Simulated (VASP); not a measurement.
# GaN (P6_3mc) in VASP: further runs, part 2 of 2

VASP 6.6.1. Earlier steps stand in the parts before.

**4. Vibrations by perturbation theory, LDA**

This run uses another cell than the first one, of 11.05 Å³/atom.

INCAR

```
ALGO = Normal
EDIFF = 1E-8
ENCUT = 520
IBRION = 8
ISIF = 2
ISMEAR = 0
LASPH = True
LCHARG = True
LEPSILON = True
LREAL = False
LWAVE = False
NELM = 100
NSW = 1
PREC = Accurate
SIGMA = 0.01
```

KPOINTS

```
k-points
0
Gamma
  6 6 4
```

POSCAR

```
GaN
1.0
    3.1518139885      0.0000000000      0.0000000000
   -1.5759069942      2.7295509820      0.0000000000
    0.0000000000      0.0000000000      5.1383982911
Ga N
2 2
Direct
    0.3333333333      0.6666666667     -0.0007038784
    0.6666666667      0.3333333333      0.4992961216
    0.3333333333      0.6666666667      0.3757038784
    0.6666666667      0.3333333333      0.8757038784
```

Potentials or basis: VASP PAW LDA potentials, release 64 (Ga_d, N).

Launch:

```console
$ cat potpaw_LDA.64/Ga_d/POTCAR potpaw_LDA.64/N/POTCAR > POTCAR
$ mpirun -np 1 vasp_std > vasp.out
```

OUTCAR:

```text
EDIFF = 1E-8
   ENCUT = 520
   IBRION = 8
   ISIF = 2
   ISMEAR = 0
   LASPH = True
   LEPSILON = True
   LREAL = False
   NELM = 100
   NSW = 1
   PREC = Accurate

 ion  position               nearest neighbor table
   1  0.333  0.667  0.999-   4 1.93   4 1.93   4 1.93   3 1.93
   2  0.667  0.333  0.499-   3 1.93   3 1.93   3 1.93   4 1.93
   3  0.333  0.667  0.376-   2 1.93   2 1.93   2 1.93   1 1.93
   4  0.667  0.333  0.876-   1 1.93   1 1.93   1 1.93   2 1.93

  LATTYP: Found a hexagonal cell.
 ALAT       =     3.1518139885
 C/A-ratio  =     1.6302987136

  Lattice vectors:

 A1 = (   3.1518139885,   0.0000000000,   0.0000000000)
 A2 = (  -1.5759069942,   2.7295509820,   0.0000000000)
 A3 = (   0.0000000000,   0.0000000000,   5.1383982911)

Analysis of symmetry for initial positions (statically):
=====================================================================
 Subroutine PRICEL returns:
 Original cell was already a primitive cell.

 Routine SETGRP: Setting up the symmetry group for a
 hexagonal supercell.

 Subroutine GETGRP returns: Found 12 space group operations
 (whereof  6 operations were pure point group operations)
 out of a pool of 24 trial point group operations.

The static configuration has the point symmetry C_3v.
 The point group associated with its full space group is C_6v.

Analysis of symmetry for dynamics (positions and initial velocities):
[... 824 lines left out ...]
  y    10.21836   -10.21836     0.00000    -0.00000     6.12171     0.00000
  z     5.87305     5.87305   -11.06543     0.00000     0.00000     0.00000

 SECOND DERIVATIVES (NOT SYMMETRIZED)
 ------------------------------------
               1X          1Y          1Z          2X          2Y          2Z          3X          3Y          3Z          4X          4Y          4Z
  1X   -14.247494   -0.000000   -0.000000    0.472387    0.000000   -0.000000    1.050566    0.000000    0.000000   12.724541    0.000000    0.000000
  1Y    -0.000000  -14.247494    0.000000    0.000000    0.472387    0.000000    0.000000    1.050566    0.000000    0.000000   12.724541    0.000000
  1Z     0.000000    0.000000  -21.302850   -0.000000   -0.000000    8.620856    0.000000   -0.000000    7.580777    0.000000    0.000000    5.101217
  2X     0.472387    0.000000    0.000000  -14.247494   -0.000000    0.000000   12.724541    0.000000   -0.000000    1.050566    0.000000   -0.000000
  2Y     0.000000    0.472387    0.000000   -0.000000  -14.247494   -0.000000    0.000000   12.724541    0.000000    0.000000    1.050566   -0.000000
  2Z     0.000000    0.000000    8.620856   -0.000000    0.000000  -21.302850   -0.000000    0.000000    5.101217   -0.000000    0.000000    7.580777
  3X     1.034591    0.000000    0.000000   12.710180    0.000000    0.000000  -14.411746   -0.000000   -0.000000    0.666975    0.000000   -0.000000
  3Y     0.000000    1.034591   -0.000000    0.000000   12.710180   -0.000000   -0.000000  -14.411746    0.000000    0.000000    0.666975   -0.000000
  3Z    -0.000000    0.000000    7.526163    0.000000    0.000000    5.123194    0.000000    0.000000  -18.988593   -0.000000   -0.000000    6.339236
  4X    12.710180    0.000000   -0.000000    1.034591    0.000000    0.000000    0.666975    0.000000    0.000000  -14.411746   -0.000000    0.000000
  4Y     0.000000   12.710180   -0.000000    0.000000    1.034591    0.000000    0.000000    0.666975    0.000000   -0.000000  -14.411746    0.000000
  4Z    -0.000000    0.000000    5.123194    0.000000    0.000000    7.526163    0.000000    0.000000    6.339236   -0.000000   -0.000000  -18.988593

 Eigenvectors and eigenvalues of the dynamical matrix
 ----------------------------------------------------

   1 f  =   21.052271 THz   132.275321 2PiTHz  702.228180 cm-1    87.065159 meV
             X         Y         Z           dx          dy          dz
     -0.000000  1.819701  5.134781    -0.000000    0.000000    0.039850
      1.575907  0.909850  2.565582    -0.000000   -0.000000   -0.039850
     -0.000000  1.819701  1.930516    -0.000000    0.000000   -0.705983
      1.575907  0.909850  4.499715     0.000000   -0.000000    0.705983
[... 71 lines left out ...]
  12 f/i=    0.007837 THz     0.049244 2PiTHz    0.261428 cm-1     0.032413 meV
             X         Y         Z           dx          dy          dz
     -0.000000  1.819701  5.134781     0.000000   -0.000000   -0.645141
      1.575907  0.909850  2.565582     0.000000   -0.000000   -0.645141
     -0.000000  1.819701  1.930516     0.000000   -0.000000   -0.289471
      1.575907  0.909850  4.499715     0.000000   -0.000000   -0.289471

--------------------------------------------------------------------------------------------------------

 MACROSCOPIC STATIC DIELECTRIC TENSOR IONIC CONTRIBUTION
 ------------------------------------------------------
           4.036750     0.000000    -0.000000
           0.000000     4.036750    -0.000000
          -0.000000    -0.000000     4.777697
 ------------------------------------------------------

 ELASTIC MODULI CONTR FROM IONIC RELAXATION (kBar)
 Direction    XX          YY          ZZ          XY          YZ          ZX
 --------------------------------------------------------------------------------
 XX        -702.4452    308.0491    370.9593     -0.0000     -0.0000      0.0000
 YY         308.0491   -702.4452    370.9593     -0.0000      0.0000     -0.0000
 ZZ         370.9593    370.9593   -697.8304      0.0000     -0.0000     -0.0000
 XY          -0.0000     -0.0000      0.0000   -505.2472      0.0000      0.0000
 YZ           0.0000      0.0000     -0.0000      0.0000   -169.7184     -0.0000
 ZX           0.0000     -0.0000     -0.0000     -0.0000     -0.0000   -184.2736
 --------------------------------------------------------------------------------

 PIEZOELECTRIC TENSOR IONIC CONTR  for field in x, y, z        (C/m^2)
          XX          YY          ZZ          XY          YZ          ZX
  --------------------------------------------------------------------------------
  x     0.00000    -0.00000    -0.00000     0.00000    -0.00000    -0.81156
  y    -0.00000     0.00000    -0.00000     0.00000    -0.77885    -0.00000
  z    -0.91334    -0.91334     1.71813    -0.00000     0.00000     0.00000
```

OSZICAR:

```text
N       E                     dE             d eps       ncg     rms          rms(c)
DAV:   1     0.279410462973E+03    0.27941E+03   -0.18276E+04   940   0.307E+03
DAV:   2     0.486597924658E+01   -0.27454E+03   -0.26611E+03  1022   0.538E+02
DAV:   3    -0.307853818652E+02   -0.35651E+02   -0.35363E+02  1074   0.157E+02
DAV:   4    -0.320581423934E+02   -0.12728E+01   -0.12696E+01  1238   0.318E+01
[... 256 lines left out ...]
RMM:  11    -0.244884053975E+00   -0.17200E-06   -0.22521E-07  2016   0.113E-04    0.547E-06
RMM:  12    -0.244884043758E+00    0.10218E-07    0.92468E-08  1915   0.591E-05    0.365E-06
RMM:  13    -0.244884058412E+00   -0.14655E-07   -0.12771E-07  2084   0.231E-05    0.190E-06
RMM:  14    -0.244884042030E+00    0.16382E-07    0.54281E-08  2001   0.107E-05    0.377E-07
RMM:  15    -0.244884046072E+00   -0.40416E-08   -0.89991E-09  1841   0.429E-06    0.156E-07
 Linear response finished
```

It took 3.8 min on 1 thread of Intel Xeon 6975P-C (Granite Rapids), shared host; peak memory 0.31 GiB.

Results:

* Electronic dielectric tensor (diagonal): 5.94, 5.94, 5.93
* Born charges (mean of the diagonal): Ga +2.64; N -2.64 e
* Highest phonon frequency at Γ, LO-TO splitting left out: 702 cm⁻¹

Phonon frequencies in cm⁻¹ (negative: imaginary):
```csv
q point,frequencies
"(0.000, 0.000, 0.000)",0 0 0 140 140 340 543 566 566 575 575 702
```

Electronic dielectric tensor:
```
5.94 0.00 0.00
0.00 5.94 0.00
0.00 0.00 5.93
```

Born effective charge tensors (e):
atom 1, Ga
```
2.60 0.00 0.00
0.00 2.60 0.00
0.00 0.00 2.72
```
atom 2, Ga
```
2.60 0.00 0.00
0.00 2.60 0.00
0.00 0.00 2.72
```
atom 3, N
```
-2.60  0.00  0.00
 0.00 -2.60  0.00
 0.00  0.00 -2.72
```
atom 4, N
```
-2.60  0.00  0.00
 0.00 -2.60  0.00
 0.00  0.00 -2.72
```

Caveat: the k points lie up to 0.38 Å⁻¹ apart; the cell stands under pressure or tension, which shifts response properties.

**5. Vibrations by perturbation theory, LDA (11.38 Å³/atom)**

This run uses another cell than the first one, of 11.38 Å³/atom.

INCAR

```
PREC = Accurate ; ENCUT = 520
EDIFF = 1E-8 ; ISMEAR = 0
SIGMA = 0.01 ; LREAL = F
LASPH = T ; NELM = 100
ALGO = Normal ; ISIF = 2
LWAVE = F ; LCHARG = T
IBRION = 8 ; NSW = 1
```

KPOINTS

```
regular mesh
0
Gamma
  6 6 4
```

POSCAR

```
GaN
1.0
    3.1830220972      0.0000000000      0.0000000000
   -1.5915110486      2.7565779970      0.0000000000
    0.0000000000      0.0000000000      5.1892768306
Ga N
2 2
Direct
    0.3333333333      0.6666666667     -0.0007572098
    0.6666666667      0.3333333333      0.4992427902
    0.3333333333      0.6666666667      0.3757572098
    0.6666666667      0.3333333333      0.8757572098
```

Potentials or basis: VASP PAW LDA potentials, release 64 (Ga_d, N).

Launch:

```console
$ cat potpaw_LDA.64/Ga_d/POTCAR potpaw_LDA.64/N/POTCAR > POTCAR
$ mpirun -np 1 vasp_std > vasp.out
```

OUTCAR:

```text
PREC = Accurate
   ENCUT = 520
   EDIFF = 1E-8
   ISMEAR = 0
   LREAL = F
   LASPH = T
   NELM = 100
   ISIF = 2
   IBRION = 8
   NSW = 1

 ion  position               nearest neighbor table
   1  0.333  0.667  0.999-   4 1.95   4 1.95   4 1.95   3 1.95
   2  0.667  0.333  0.499-   3 1.95   3 1.95   3 1.95   4 1.95
   3  0.333  0.667  0.376-   2 1.95   2 1.95   2 1.95   1 1.95
   4  0.667  0.333  0.876-   1 1.95   1 1.95   1 1.95   2 1.95

  LATTYP: Found a hexagonal cell.
 ALAT       =     3.1830220972
[... 799 lines left out ...]
  4Z     0.000000    0.000000    5.044379    0.000000    0.000000    6.473367    0.000000    0.000000    5.980656    0.000000    0.000000  -17.498402

 Eigenvectors and eigenvalues of the dynamical matrix
 ----------------------------------------------------

   1 f  =   20.255128 THz   127.266726 2PiTHz  675.638360 cm-1    83.768443 meV
             X         Y         Z           dx          dy          dz
     -0.000000  1.837719  5.185347    -0.000000    0.000000    0.025955
      1.591511  0.918859  2.590709    -0.000000    0.000000   -0.025955
     -0.000000  1.837719  1.949908    -0.000000    0.000000   -0.706630
      1.591511  0.918859  4.544547     0.000000   -0.000000    0.706630
[... 71 lines left out ...]
  12 f/i=    0.008762 THz     0.055053 2PiTHz    0.292269 cm-1     0.036237 meV
             X         Y         Z           dx          dy          dz
     -0.000000  1.837719  5.185347    -0.000000   -0.000000    0.645443
      1.591511  0.918859  2.590709    -0.000000   -0.000000    0.645443
     -0.000000  1.837719  1.949908    -0.000000   -0.000000    0.288797
      1.591511  0.918859  4.544547    -0.000000   -0.000000    0.288797

--------------------------------------------------------------------------------------------------------

 ELASTIC MODULI CONTR FROM IONIC RELAXATION (kBar)
 Direction    XX          YY          ZZ          XY          YZ          ZX
 --------------------------------------------------------------------------------
 XX        -541.1522    248.3080    272.4677      0.0000     -0.0000     -0.0000
 YY         248.3080   -541.1522    272.4677     -0.0000      0.0000      0.0000
 ZZ         272.4677    272.4677   -507.0181      0.0000      0.0000     -0.0000
 XY           0.0000     -0.0000      0.0000   -394.7301      0.0000     -0.0000
 YZ          -0.0000     -0.0000      0.0000      0.0000   -124.9105      0.0000
 ZX          -0.0000      0.0000     -0.0000     -0.0000      0.0000   -136.6647
 --------------------------------------------------------------------------------
```

stdout:

```text
POSCAR found type information on POSCAR GaN
 POSCAR found :  2 types and       4 ions
 scaLAPACK will be used
 LDA part: xc-table for (Slater(with rela. corr.)+CA(PZ))
 , standard interpolation
 POSCAR, INCAR and KPOINTS ok, starting setup
 FFT: planning ... GRIDC
 FFT: planning ... GRID_SOFT
 FFT: planning ... GRID
 WAVECAR not read
 entering main loop
 Linear response reoptimize wavefunctions to high precision
 Linear response DOF=           4
 Linear response progress:
 first order change of Fermi-energy   0.75370E+01
 force on displaced ion       1 direction 1 : -12.987   0.003  -0.000
 Linear response progress:
 first order change of Fermi-energy   0.35101E-01
 force on displaced ion       1 direction 3 :   0.000   0.000 -19.647
 Linear response progress:
 first order change of Fermi-energy  -0.88856E-02
 force on displaced ion       3 direction 1 : -13.210   0.000   0.000
 Linear response progress:
 first order change of Fermi-energy  -0.35170E-01
 force on displaced ion       3 direction 3 :  -0.000   0.000 -17.498
 Linear response finished
```

It took 2.5 min on 1 thread of Intel Xeon 6975P-C (Granite Rapids), shared host; peak memory 0.31 GiB.

Results:

| Quantity | Value |
| --- | --- |
| Highest phonon frequency at Γ, LO-TO splitting left out | 676 cm⁻¹ |

Phonon frequencies in cm⁻¹ (negative: imaginary):
```csv
q point,frequencies
"(0.000, 0.000, 0.000)",0 0 0 140 140 329 518 542 542 549 549 676
```

Caveat: the k points lie up to 0.38 Å⁻¹ apart; the cell stands under pressure or tension, which shifts response properties.

**6. Vibrations by perturbation theory, LDA (11.38 Å³/atom)**

This run uses another cell than the first one, of 11.38 Å³/atom.

INCAR

```
  ALGO = Normal
  EDIFF = 1E-8
  ENCUT = 520
  GGA = CA
  IBRION = 8
  ISIF = 2
  ISMEAR = 0
  LASPH = T
  LCHARG = F
  LREAL = F
  LWAVE = F
  NELM = 60
  NSW = 1
  PREC = Accurate
  SIGMA = 0.01
```

KPOINTS

```
k-points
0
Gamma
  6 6 4
```

POSCAR is that of step 5.

Potentials or basis: VASP PAW LDA potentials, release 64 (Ga_d, N).

Launch:

```console
$ cat potpaw_LDA.64/Ga_d/POTCAR potpaw_LDA.64/N/POTCAR > POTCAR
$ mpirun -np 1 vasp_std > vasp.out
```

OUTCAR:

```text
EDIFF = 1E-8
   ENCUT = 520
   GGA = CA
   IBRION = 8
   ISIF = 2
   ISMEAR = 0
   LASPH = T
   LREAL = F
   NELM = 60
   NSW = 1
   PREC = Accurate

 ion  position               nearest neighbor table
   1  0.333  0.667  0.999-   4 1.95   4 1.95   4 1.95   3 1.95
   2  0.667  0.333  0.499-   3 1.95   3 1.95   3 1.95   4 1.95
   3  0.333  0.667  0.376-   2 1.95   2 1.95   2 1.95   1 1.95
   4  0.667  0.333  0.876-   1 1.95   1 1.95   1 1.95   2 1.95

  LATTYP: Found a hexagonal cell.
 ALAT       =     3.1830220972
 C/A-ratio  =     1.6302987137

  Lattice vectors:

 A1 = (   3.1830220972,   0.0000000000,   0.0000000000)
 A2 = (  -1.5915110486,   2.7565779970,   0.0000000000)
 A3 = (   0.0000000000,   0.0000000000,   5.1892768306)
[... 783 lines left out ...]
  1Z     0.000000    0.000000  -19.646543    0.000000   -0.000000    8.163597    0.000000    0.000000    6.495722    0.000000    0.000000    4.987224
  2X     0.397570   -0.000000    0.000000  -12.987421    0.000000   -0.000000   11.458124   -0.000000    0.000000    1.131727    0.000000    0.000000
  2Y    -0.000000    0.397570    0.000000    0.000000  -12.987421   -0.000000    0.000000   11.458124    0.000000    0.000000    1.131727    0.000000
  2Z    -0.000000    0.000000    8.163597    0.000000   -0.000000  -19.646543    0.000000    0.000000    4.987224    0.000000    0.000000    6.495722
  3X     1.134234   -0.000000   -0.000000   11.462803    0.000000    0.000000  -13.210447    0.000000    0.000000    0.613410    0.000000   -0.000000
  3Y    -0.000000    1.134234    0.000000    0.000000   11.462803    0.000000    0.000000  -13.210447    0.000000    0.000000    0.613410    0.000000
  3Z     0.000000    0.000000    6.473367    0.000000    0.000000    5.044379    0.000000    0.000000  -17.498402    0.000000    0.000000    5.980656
  4X    11.462803    0.000000    0.000000    1.134234   -0.000000    0.000000    0.613410    0.000000    0.000000  -13.210447    0.000000    0.000000
  4Y     0.000000   11.462803    0.000000    0.000000    1.134234    0.000000    0.000000    0.613410   -0.000000    0.000000  -13.210447    0.000000
  4Z     0.000000    0.000000    5.044379    0.000000    0.000000    6.473367    0.000000    0.000000    5.980656    0.000000    0.000000  -17.498402

 Eigenvectors and eigenvalues of the dynamical matrix
 ----------------------------------------------------

   1 f  =   20.255128 THz   127.266726 2PiTHz  675.638360 cm-1    83.768443 meV
             X         Y         Z           dx          dy          dz
     -0.000000  1.837719  5.185347    -0.000000    0.000000    0.025955
      1.591511  0.918859  2.590709    -0.000000    0.000000   -0.025955
     -0.000000  1.837719  1.949908    -0.000000    0.000000   -0.706630
      1.591511  0.918859  4.544547     0.000000   -0.000000    0.706630
[... 71 lines left out ...]
  12 f/i=    0.008762 THz     0.055053 2PiTHz    0.292269 cm-1     0.036237 meV
             X         Y         Z           dx          dy          dz
     -0.000000  1.837719  5.185347    -0.000000   -0.000000    0.645443
      1.591511  0.918859  2.590709    -0.000000   -0.000000    0.645443
     -0.000000  1.837719  1.949908    -0.000000   -0.000000    0.288797
      1.591511  0.918859  4.544547    -0.000000   -0.000000    0.288797

--------------------------------------------------------------------------------------------------------

 ELASTIC MODULI CONTR FROM IONIC RELAXATION (kBar)
 Direction    XX          YY          ZZ          XY          YZ          ZX
 --------------------------------------------------------------------------------
 XX        -541.1522    248.3080    272.4677      0.0000     -0.0000     -0.0000
 YY         248.3080   -541.1522    272.4677     -0.0000      0.0000      0.0000
 ZZ         272.4677    272.4677   -507.0181      0.0000      0.0000     -0.0000
 XY           0.0000     -0.0000      0.0000   -394.7301      0.0000     -0.0000
 YZ          -0.0000     -0.0000      0.0000      0.0000   -124.9105      0.0000
 ZX          -0.0000      0.0000     -0.0000     -0.0000      0.0000   -136.6647
 --------------------------------------------------------------------------------
```

stdout:

```text
POSCAR found type information on POSCAR GaN
 POSCAR found :  2 types and       4 ions
 scaLAPACK will be used
 LDA part: xc-table for (Slater(with rela. corr.)+CA(PZ))
 , standard interpolation
 POSCAR, INCAR and KPOINTS ok, starting setup
 FFT: planning ... GRIDC
 FFT: planning ... GRID_SOFT
 FFT: planning ... GRID
 WAVECAR not read
 entering main loop
 Linear response reoptimize wavefunctions to high precision
 Linear response DOF=           4
 Linear response progress:
 first order change of Fermi-energy   0.75370E+01
 force on displaced ion       1 direction 1 : -12.987   0.003  -0.000
 Linear response progress:
 first order change of Fermi-energy   0.35101E-01
 force on displaced ion       1 direction 3 :   0.000   0.000 -19.647
 Linear response progress:
 first order change of Fermi-energy  -0.88856E-02
 force on displaced ion       3 direction 1 : -13.210   0.000   0.000
 Linear response progress:
 first order change of Fermi-energy  -0.35170E-01
 force on displaced ion       3 direction 3 :  -0.000   0.000 -17.498
 Linear response finished
```

It took 2.5 min on 1 thread of Intel Xeon 6975P-C (Granite Rapids), shared host; peak memory 0.31 GiB.

Results:

```
Highest phonon frequency at Γ, LO-TO splitting left out : 676 cm⁻¹
```

Phonon frequencies in cm⁻¹ (negative: imaginary):
| q point | frequencies |
| --- | --- |
| (0.000, 0.000, 0.000) | 0 0 0 140 140 329 518 542 542 549 549 676 |

Caveat: the k points lie up to 0.38 Å⁻¹ apart; the cell stands under pressure or tension, which shifts response properties.
